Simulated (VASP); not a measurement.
# SnSe in VASP: further runs, part 2 of 3

VASP 6.6.1.

## 4. Single point, LDA (strain -0.1000 x Voigt [1, -1, 0, 0, 0, 0])

INCAR reads:

```
SYSTEM = SnSe
PREC = Accurate ; ENCUT = 500
EDIFF = 1E-6 ; ISMEAR = 0
SIGMA = 0.05 ; LREAL = .FALSE.
LASPH = .TRUE. ; NELM = 120
ALGO = Normal ; ISIF = 2
LWAVE = .FALSE. ; LCHARG = .TRUE.
GGA = CA ; LELF = .TRUE.
LVHAR = .TRUE. ; NBANDS = 28
GGA_COMPAT = .FALSE.
```

KPOINTS reads:

```
Automatic mesh
0
G
  6 6 4
  0 0 0
```

POSCAR reads:

```
SnSe
1.0
    3.7709090441      0.0000000000      0.0000000000
    0.0000000000      4.6088888317      0.0000000000
    0.0000000000      0.0000000000     10.9796229414
Sn Se
2 2
Direct
    0.5000000000      0.0000000000      0.3781633338
    0.0000000000      0.5000000000      0.6218366662
    0.5000000000      0.0000000000      0.6217782129
    0.0000000000      0.5000000000      0.3782217871
```

Potentials or basis: VASP PAW LDA potentials, release 64 (Sn_d, Se).

On the command line:

```
$ cat potpaw_LDA.64/Sn_d/POTCAR potpaw_LDA.64/Se/POTCAR > POTCAR
$ mpirun -np 1 vasp_std > vasp.out
```

OUTCAR:

```text
SYSTEM = SnSe
   PREC = Accurate
   ENCUT = 500
   EDIFF = 1E-6
   ISMEAR = 0
   LREAL = .FALSE.
   LASPH = .TRUE.
   NELM = 120
   ISIF = 2
   GGA = CA

 ion  position               nearest neighbor table
   1  0.500  0.000  0.378-   3 2.67   4 2.98   4 2.98   4 2.98   4 2.98
   2  0.000  0.500  0.622-   4 2.67   3 2.98   3 2.98   3 2.98   3 2.98
   3  0.500  0.000  0.622-   1 2.67   2 2.98   2 2.98   2 2.98   2 2.98
   4  0.000  0.500  0.378-   2 2.67   1 2.98   1 2.98   1 2.98   1 2.98

  LATTYP: Found a simple orthorhombic cell.
 ALAT       =     3.7709090441
 B/A-ratio  =     1.2222222222
 C/A-ratio  =     2.9116647506

  Lattice vectors:

 A1 = (   3.7709090441,   0.0000000000,   0.0000000000)
 A2 = (   0.0000000000,   4.6088888317,   0.0000000000)
 A3 = (   0.0000000000,   0.0000000000,  10.9796229414)

Analysis of symmetry for initial positions (statically):
=====================================================================
 Subroutine PRICEL returns:
 Original cell was already a primitive cell.

[... 170 lines left out ...]
  ext. energy  EPLUGINS =         0.00000000
  ---------------------------------------------------
  free energy    TOTEN  =       -18.25104905 eV

  energy without entropy =      -18.25066221  energy(sigma->0) =      -18.25085563

 E-fermi :   1.3604     XC(G=0):  -6.3876

 val. band max:        1.2894421974   @ k =   0.0000   0.5000   0.0000
 cond. band min:       1.4321546493   @ k =   0.5000   0.0000   0.0000
 fundamental gap:      0.1427124519
 Fermi energy:         1.3604368773

 k-point     1 :       0.0000    0.0000    0.0000
  band No.  band energies     occupation
      1     -20.2746      2.00000
      2     -20.2610      2.00000
      3     -20.2430      2.00000
      4     -20.2343      2.00000
      5     -20.2245      2.00000
      6     -20.2116      2.00000
[... 733 lines left out ...]
     27       6.7028      0.00000
     28       6.7028      0.00000

 [... further k-points ...]
[... 5 lines left out ...]
  --------------------------------------------------------------------------------------
  -------------------------------------------------------------------------------------
  Total        2.6637203     -2.1704074     -0.4807666      0.0000000      0.0000000      0.0000000
  in kB       22.3650302    -18.2230942     -4.0365950      0.0000000      0.0000000      0.0000000
  external PRESSURE =       0.0351137 kB  Pullay stress =       0.0000000 kB

 VOLUME and BASIS-vectors are now :
 -----------------------------------------------------------------------------
  energy-cutoff  :      500.00
  volume of cell :      190.82
      direct lattice vectors                 reciprocal lattice vectors
     3.770909044  0.000000000  0.000000000     0.265188046  0.000000000  0.000000000
     0.000000000  4.608888832  0.000000000     0.000000000  0.216972037  0.000000000
     0.000000000  0.000000000 10.979622941     0.000000000  0.000000000  0.091077809

 POSITION                                       TOTAL-FORCE (eV/Angst)
 -----------------------------------------------------------------------------------
      1.88545      0.00000      4.15209         0.000000      0.000000      0.078260
      0.00000      2.30444      6.82753         0.000000      0.000000     -0.078260
      1.88545      0.00000      6.82689         0.000000      0.000000     -0.091797
      0.00000      2.30444      4.15273         0.000000      0.000000      0.091797
 -----------------------------------------------------------------------------------
    total drift:                                0.000000      0.000000      0.000000

  FREE ENERGIE OF THE ION-ELECTRON SYSTEM (eV)
  ---------------------------------------------------
  free  energy   TOTEN  =       -18.2510490497 eV

  energy  without entropy=      -18.2506622102  energy(sigma->0) =      -18.25085563
```

stdout:

```text
POSCAR found type information on POSCAR SnSe
 POSCAR found :  2 types and       4 ions
 scaLAPACK will be used
 LDA part: xc-table for (Slater(with rela. corr.)+CA(PZ))
 , standard interpolation
 POSCAR, INCAR and KPOINTS ok, starting setup
 FFT: planning ... GRIDC
 FFT: planning ... GRID_SOFT
 FFT: planning ... GRID
 WAVECAR not read
 entering main loop
```

Run time: 2.4 min. Hardware: 1 thread of Intel Xeon 6975P-C (Granite Rapids), shared host; peak memory 0.36 GiB.

What came out:

- Free energy: -18.2510 eV
- Largest force: 0.092 eV/Å
- Band gap on the k mesh: 0.14 eV, indirect (least direct gap 1.41 eV)

Forces on the atoms (eV/Å):
```
Sn   0.000  0.000  0.078
Sn   0.000  0.000 -0.078
Se   0.000  0.000 -0.092
Se   0.000  0.000  0.092
```

Caveat: the cell differs from its parent crystal (strain -0.1000 x Voigt [1, -1, 0, 0, 0, 0]); spin-orbit coupling is left out, which moves the levels of the heavy elements.

## 5. Single point, LDA (strain +0.0750 x Voigt [1, -1, 0, 0, 0, 0])

INCAR reads:

```
  PREC = Accurate
  ENCUT = 500
  EDIFF = 1E-6
  ISMEAR = 0
  SIGMA = 0.05
  LREAL = F
  LASPH = T
  NELM = 120
  ALGO = Normal
  ISIF = 2
  LWAVE = F
  LCHARG = T
  GGA = CA
  LELF = T
  LVHAR = T
  NBANDS = 28
  GGA_COMPAT = F
```

KPOINTS reads:

```
Automatic mesh
0
Gamma
  6 6 4
```

Changes to POSCAR since step 4:

```diff
@@ -2,4 +2,4 @@
 1.0
-    3.7709090441      0.0000000000      0.0000000000
-    0.0000000000      4.6088888317      0.0000000000
+    4.5041413582      0.0000000000      0.0000000000
+    0.0000000000      3.8756565176      0.0000000000
     0.0000000000      0.0000000000     10.9796229414
```

Potentials or basis: VASP PAW LDA potentials, release 64 (Sn_d, Se).

On the command line:

```
$ cat potpaw_LDA.64/Sn_d/POTCAR potpaw_LDA.64/Se/POTCAR > POTCAR
$ mpirun -np 1 vasp_std > vasp.out
```

OUTCAR:

```text
PREC = Accurate
   ENCUT = 500
   EDIFF = 1E-6
   ISMEAR = 0
   LREAL = F
   LASPH = T
   NELM = 120
   ISIF = 2
   GGA = CA

 ion  position               nearest neighbor table
   1  0.500  0.000  0.378-   3 2.67   4 2.97   4 2.97   4 2.97   4 2.97
   2  0.000  0.500  0.622-   4 2.67   3 2.97   3 2.97   3 2.97   3 2.97
   3  0.500  0.000  0.622-   1 2.67   2 2.97   2 2.97   2 2.97   2 2.97
   4  0.000  0.500  0.378-   2 2.67   1 2.97   1 2.97   1 2.97   1 2.97

  LATTYP: Found a simple orthorhombic cell.
 ALAT       =     3.8756565176
 B/A-ratio  =     1.1621621621
 C/A-ratio  =     2.8329711086

  Lattice vectors:

 A1 = (   0.0000000000,  -3.8756565176,   0.0000000000)
 A2 = (   4.5041413582,   0.0000000000,   0.0000000000)
 A3 = (   0.0000000000,   0.0000000000,  10.9796229414)

Analysis of symmetry for initial positions (statically):
=====================================================================
 Subroutine PRICEL returns:
 Original cell was already a primitive cell.

 Routine SETGRP: Setting up the symmetry group for a
 simple orthorhombic supercell.

 Subroutine GETGRP returns: Found  8 space group operations
 (whereof  4 operations were pure point group operations)
 out of a pool of  8 trial point group operations.

The static configuration has the point symmetry C_2v.
 The point group associated with its full space group is D_2h.

Analysis of symmetry for dynamics (positions and initial velocities):
=====================================================================
 Subroutine PRICEL returns:
 Original cell was already a primitive cell.

 Routine SETGRP: Setting up the symmetry group for a
 simple orthorhombic supercell.

 Subroutine GETGRP returns: Found  8 space group operations
 (whereof  4 operations were pure point group operations)
 out of a pool of  8 trial point group operations.

The dynamic configuration has the point symmetry C_2v.
 The point group associated with its full space group is D_2h.

 Subroutine INISYM returns: Found  8 space group operations
 (whereof  4 operations are pure point group operations),
 and found     1 'primitive' translations

----------------------------------------------------------------------------------------

                                     Primitive cell

  volume of cell :     191.6658

  direct lattice vectors                    reciprocal lattice vectors
     4.504141358  0.000000000  0.000000000     0.222017899  0.000000000  0.000000000
     0.000000000  3.875656518  0.000000000     0.000000000  0.258020801  0.000000000
     0.000000000  0.000000000 10.979622941     0.000000000  0.000000000  0.091077809

  length of vectors
     4.504141358  3.875656518 10.979622941     0.222017899  0.258020801  0.091077809

  position of ions in fractional coordinates (direct lattice)
     0.500000000  0.000000000  0.378163334
     0.000000000  0.500000000  0.621836666
     0.500000000  0.000000000  0.621778213
     0.000000000  0.500000000  0.378221787

  ion indices of the primitive-cell ions
   primitive index   ion index
                 1           1
                 2           2
                 3           3
                 4           4

----------------------------------------------------------------------------------------

 KPOINTS: Automatic mesh

Automatic generation of k-mesh.
 Grid dimensions read from file:
 generate k-points for:    6    6    4

 Generating k-lattice:

  Cartesian coordinates                     Fractional coordinates (reciprocal lattice)
     0.037002983  0.000000000  0.000000000     0.166666667  0.000000000  0.000000000
     0.000000000  0.043003467  0.000000000     0.000000000  0.166666667  0.000000000
     0.000000000  0.000000000  0.022769452     0.000000000  0.000000000  0.250000000

  Length of vectors
     0.037002983  0.043003467  0.022769452

  Shift w.r.t. Gamma in fractional coordinates (k-lattice)
     0.000000000  0.000000000  0.000000000

 Subroutine IBZKPT returns following result:
 ===========================================

 Found     48 irreducible k-points:

 Following reciprocal coordinates:
            Coordinates               Weight
  0.000000  0.000000  0.000000      1.000000
  0.166667  0.000000  0.000000      2.000000
  0.333333  0.000000  0.000000      2.000000
  0.500000  0.000000  0.000000      1.000000
  0.000000  0.166667  0.000000      2.000000
  0.166667  0.166667  0.000000      4.000000
[... 16 lines left out ...]
  0.333333  0.166667  0.250000      8.000000
  0.500000  0.166667  0.250000      4.000000
 [... further k-points ...]
   k-points           NKPTS =     48   k-points in BZ     NKDIM =     48   number of bands    NBANDS=     28
   number of dos      NEDOS =    301   number of ions     NIONS =      4
   total plane-waves  NPLWV =  80640
   dimension x,y,z NGX =    36 NGY =   28 NGZ =   80
   dimension x,y,z NGXF=    72 NGYF=   56 NGZF=  160
   ions per type =               2   2
   NGX,Y,Z   is equivalent  to a cutoff of  13.29, 12.01, 12.11 a.u.
   NGXF,Y,Z  is equivalent  to a cutoff of  26.57, 24.02, 24.23 a.u.
 SYSTEM =  unknown system
   PREC   = accura    normal or accurate (medium, high low for compatibility)
   ISTART =      0    job   : 0-new  1-cont  2-samecut
   ICHARG =      2    charge: 1-file 2-atom 10-const
   ISPIN  =      1    spin polarized calculation?
   LNONCOLLINEAR =      F non collinear calculations
   LSORBIT =      F    spin-orbit coupling
   LASPH  =      T    aspherical Exc in radial PAW
   ENCUT  =  500.0 eV  36.75 Ry    6.06 a.u.   8.21  7.07 20.02*2*pi/ulx,y,z
   NELM   =    120;   NELMIN=  2; NELMDL= -5     # of ELM steps
   EDIFF  = 0.1E-05   stopping-criterion for ELM
   LREAL  =      F    real-space projection
   EDIFFG = 0.1E-04   stopping-criterion for IOM
   NSW    =      0    number of steps for IOM
   IBRION =     -1    ionic relax: 0-MD 1-quasi-New 2-CG
   NFREE  =      0    steps in history (QN), initial steepest desc. (CG)
   ISIF   =      2    stress and relaxation
   ISYM   =      2    0-nonsym 1-usesym 2-fastsym
   POTIM  = 0.5000    time-step for ionic-motion
   TEBEG  =    0.0;   TEEND  =   0.0 temperature during run
   PSTRESS=    0.0 pullay stress
   NELECT =      40.0000    total number of electrons
   NUPDOWN=      -1.0000    fix difference up-down
   EMIN   =  10.00;   EMAX   =-10.00  energy-range for DOS
   EFERMI =   0.00;   METHOD = LEGACY
   ISMEAR =     0;   SIGMA  =   0.05  broadening in eV -4-tet -1-fermi 0-gaus
   EFERMI_NEDOS =   21; number of points for ismear=-14 and -15
   IALGO  =     38    algorithm
   IMIX   =      4    mixing-type and parameters
     AMIX     =   0.40;   BMIX     =  1.00
     AMIX_MAG =   1.60;   BMIX_MAG =  1.00
  volume/ion in A,a.u.               =      47.92       323.36
  Fermi-wavevector in a.u.,A,eV,Ry     =   0.971061  1.835040 12.829747  0.942960
  Thomas-Fermi vector in A             =   2.101247
   LORBIT       =      0    0 simple, 1 ext, 2 COOP (PROOUT), +10 PAW based schemes
   GGA     = CA    functional components
   LHFCALC =     F    Hartree Fock is set to
   AEXX    =    0.0000 exact exchange contribution
   IVDW    =     0    specifies the selected vdW correction
   LEPSILON=     F    determine dielectric tensor
   LRPA    =     F    only Hartree local field effects (RPA)
 non-spin polarized calculation
 Gauss-broadening in eV      SIGMA  =   0.05
  energy-cutoff  :      500.00
  volume of cell :      191.67
 maximum number of plane-waves:      4894
 NGX is ok and might be reduce to    36
   NGX = 17   NGY = 15   NGZ = 41

 number of electron      39.9999994 magnetization

 Free energy of the ion-electron system (eV)
  ---------------------------------------------------
  ext. energy  EPLUGINS =         0.00000000
  ---------------------------------------------------
  free energy    TOTEN  =       -18.35810038 eV

  energy without entropy =      -18.35810038  energy(sigma->0) =      -18.35810038

 E-fermi :   1.4258     XC(G=0):  -6.3710

 val. band max:        1.1937581161   @ k =   0.5000   0.0000   0.0000
 cond. band min:       1.6499737113   @ k =   0.0000   0.5000   0.0000
 fundamental gap:      0.4562155952
 Fermi energy:         1.4257571856

 k-point     1 :       0.0000    0.0000    0.0000
  band No.  band energies     occupation
      1     -20.2684      2.00000
      2     -20.2500      2.00000
      3     -20.2426      2.00000
      4     -20.2352      2.00000
      5     -20.2249      2.00000
      6     -20.2133      2.00000
[... 20 lines left out ...]
     27       6.6444      0.00000
[... 691 lines left out ...]
      6     -20.2174      2.00000
[... 20 lines left out ...]
     27       6.7313      0.00000
     28       6.7313      0.00000

 [... further k-points ...]
[... 5 lines left out ...]
  --------------------------------------------------------------------------------------
  -------------------------------------------------------------------------------------
  Total       -1.6257773      1.9572047     -0.2416482      0.0000000      0.0000000      0.0000000
  in kB      -13.5902338     16.3607088     -2.0199907      0.0000000      0.0000000      0.0000000
  external PRESSURE =       0.2501614 kB  Pullay stress =       0.0000000 kB

 VOLUME and BASIS-vectors are now :
 -----------------------------------------------------------------------------
  energy-cutoff  :      500.00
  volume of cell :      191.67
      direct lattice vectors                 reciprocal lattice vectors
     4.504141358  0.000000000  0.000000000     0.222017899  0.000000000  0.000000000
     0.000000000  3.875656518  0.000000000     0.000000000  0.258020801  0.000000000
     0.000000000  0.000000000 10.979622941     0.000000000  0.000000000  0.091077809

 POSITION                                       TOTAL-FORCE (eV/Angst)
 -----------------------------------------------------------------------------------
      2.25207      0.00000      4.15209         0.000000      0.000000      0.033119
      0.00000      1.93783      6.82753         0.000000      0.000000     -0.033119
      2.25207      0.00000      6.82689         0.000000      0.000000     -0.047415
      0.00000      1.93783      4.15273         0.000000      0.000000      0.047415
 -----------------------------------------------------------------------------------
    total drift:                                0.000000      0.000000      0.000000

  FREE ENERGIE OF THE ION-ELECTRON SYSTEM (eV)
  ---------------------------------------------------
  free  energy   TOTEN  =       -18.3581003767 eV

  energy  without entropy=      -18.3581003767  energy(sigma->0) =      -18.35810038
```

OSZICAR:

```text
N       E                     dE             d eps       ncg     rms          rms(c)
DAV:   1     0.346616221225E+03    0.34662E+03   -0.18431E+04  2796   0.145E+03
DAV:   2     0.299529001337E+02   -0.31666E+03   -0.30811E+03  2900   0.369E+02
DAV:   3    -0.165527583628E+02   -0.46506E+02   -0.45714E+02  3356   0.147E+02
DAV:   4    -0.187955865214E+02   -0.22428E+01   -0.22325E+01  3204   0.342E+01
DAV:   5    -0.188595088507E+02   -0.63922E-01   -0.63904E-01  3616   0.608E+00    0.502E+00
DAV:   6    -0.184100358791E+02    0.44947E+00   -0.92254E-01  3604   0.520E+00    0.314E+00
DAV:   7    -0.183718919773E+02    0.38144E-01   -0.27619E-01  3388   0.206E+00    0.111E+00
DAV:   8    -0.183590994701E+02    0.12793E-01   -0.32932E-02  3300   0.116E+00    0.251E-01
DAV:   9    -0.183557327619E+02    0.33667E-02   -0.57684E-03  3176   0.437E-01    0.119E-01
DAV:  10    -0.183556289090E+02    0.10385E-03   -0.19792E-03  2916   0.189E-01    0.576E-02
DAV:  11    -0.183567080567E+02   -0.10791E-02   -0.14194E-03  2868   0.123E-01    0.604E-02
DAV:  12    -0.183579097283E+02   -0.12017E-02   -0.50045E-04  3272   0.870E-02    0.239E-02
DAV:  13    -0.183580196357E+02   -0.10991E-03   -0.48898E-05  3152   0.368E-02    0.143E-02
DAV:  14    -0.183580934503E+02   -0.73815E-04   -0.20621E-05  2572   0.141E-02    0.494E-03
DAV:  15    -0.183580980153E+02   -0.45650E-05   -0.12800E-06  2624   0.688E-03    0.136E-03
DAV:  16    -0.183581003298E+02   -0.23145E-05   -0.77656E-07  2288   0.346E-03    0.157E-03
DAV:  17    -0.183581003767E+02   -0.46949E-07   -0.79997E-08  2168   0.183E-03
   1 F= -.18358100E+02 E0= -.18358100E+02  d E =-.313928E-11
```

stdout:

```text
POSCAR found type information on POSCAR SnSe
 POSCAR found :  2 types and       4 ions
 scaLAPACK will be used
 LDA part: xc-table for (Slater(with rela. corr.)+CA(PZ))
 , standard interpolation
 POSCAR, INCAR and KPOINTS ok, starting setup
 FFT: planning ... GRIDC
 FFT: planning ... GRID_SOFT
 FFT: planning ... GRID
 WAVECAR not read
 entering main loop
```

Wall time 1.7 min (1 thread of Intel Xeon 6975P-C (Granite Rapids), shared host); peak memory 0.36 GiB.

What came out:

```yaml
Free_energy: -18.3581 eV
Largest_force: 0.047 eV/Å
Band_gap_on_the_k_mesh: 0.46 eV, indirect (least direct gap 1.39 eV)
```

Forces in eV/Å, atoms in the order of the input:
```
Sn   0.000  0.000  0.033
Sn   0.000  0.000 -0.033
Se   0.000  0.000 -0.047
Se   0.000  0.000  0.047
```

Levels at points of the mesh, in eV from the valence-band top:
| k point | band 18 | band 19 | band 20 | band 21 | band 22 | band 23 |
| --- | --- | --- | --- | --- | --- | --- |
| (0.00, 0.00, 0.00) | -2.69 | -1.53 | -0.96 | 1.19 | 3.39 | 3.52 |
| (0.50, 0.00, 0.00) | -1.42 | 0.00 | 0.00 | 1.72 | 1.72 | 2.37 |
| (0.00, 0.50, 0.00) | -2.32 | -1.02 | -1.02 | 0.46 | 0.46 | 1.12 |
| (0.50, 0.50, 0.00) | -3.96 | -2.12 | -2.12 | 3.28 | 3.28 | 4.13 |
| (0.00, 0.00, 0.50) | -2.69 | -1.53 | -0.97 | 1.06 | 3.52 | 4.39 |
| (0.50, 0.00, 0.50) | -1.42 | 0.00 | 0.00 | 1.72 | 1.72 | 2.31 |
| (0.00, 0.50, 0.50) | -2.32 | -1.02 | -1.02 | 0.46 | 0.46 | 1.12 |
| (0.50, 0.50, 0.50) | -3.96 | -2.12 | -2.12 | 3.25 | 3.25 | 4.16 |

Caveat: the cell differs from its parent crystal (strain +0.0750 x Voigt [1, -1, 0, 0, 0, 0]); spin-orbit coupling is left out, which moves the levels of the heavy elements.

(Continued in part 3 of 3.)
